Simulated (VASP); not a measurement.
Write the native input for VASP 6.6.1 that does the following.

| Property | Result |
| --- | --- |
| Task | single point |
| Functional | PBEsol |
| Potentials or basis | VASP PAW PBE potentials, release 64 (O) |
| Cutoff | 520 eV |
| k mesh | 13 × 13 × 5 |
| Occupations | fermi-dirac, width 0.03 eV |
| Spin | no spin polarisation |
| Dipole correction | no |
| Further INCAR settings | ALGO = Normal; EDIFF = 1e-06; NBANDS = 20 |

The structure of O lies in POSCAR:

```
O
1.0
    2.6112279706      0.0000000000      0.0000000000
   -1.3056139853      2.2613897576      0.0000000000
    0.0000000000      0.0000000000      6.7039543074
O
4
Direct
    0.3333333333      0.6666666667      0.1610000000
    0.6666666667      0.3333333333      0.6610000000
    0.3333333333      0.6666666667      0.3390000000
    0.6666666667      0.3333333333      0.8390000000
```

This cell differs from its parent crystal: volume scaled by 1.06.

One way to write it, as run:

INCAR

```
SYSTEM = O
PREC = Accurate
ENCUT = 520
EDIFF = 1E-6
ISMEAR = -1
SIGMA = 0.03
LREAL = .False.
LASPH = .True.
NELM = 60
ALGO = Normal
ISIF = 2
LWAVE = .False.
LCHARG = .True.
GGA = PS
LELF = .True.
LVHAR = .True.
NBANDS = 20
```

KPOINTS

```
Automatic mesh
0
Gamma
  13 13 5
  0 0 0
```

Potentials or basis: VASP PAW PBE potentials, release 64 (O).

Launch:

```console
$ cat potpaw_PBE.64/O/POTCAR > POTCAR
$ mpirun -np 1 vasp_std > vasp.out
```

Results of the run:

| Quantity | Value |
| --- | --- |
| Pressure | 6.7 GPa |
| Largest force | 2.381 eV/Å |
| Band gap on the k mesh | zero (band 12 reaches 2.69 eV, above the bottom of band 13 at 0.89 eV) |

Caveat: the standard files for N, O and F lose accuracy on very short bonds; spin is off for a triplet molecule; the PAW data sets were made with another functional, which shifts forces and pressure a little.

Wall time 19 s on 1 thread of Intel(R) Xeon(R) Platinum 8559C (Emerald Rapids), on a shared host, peak memory 0.16 GiB.
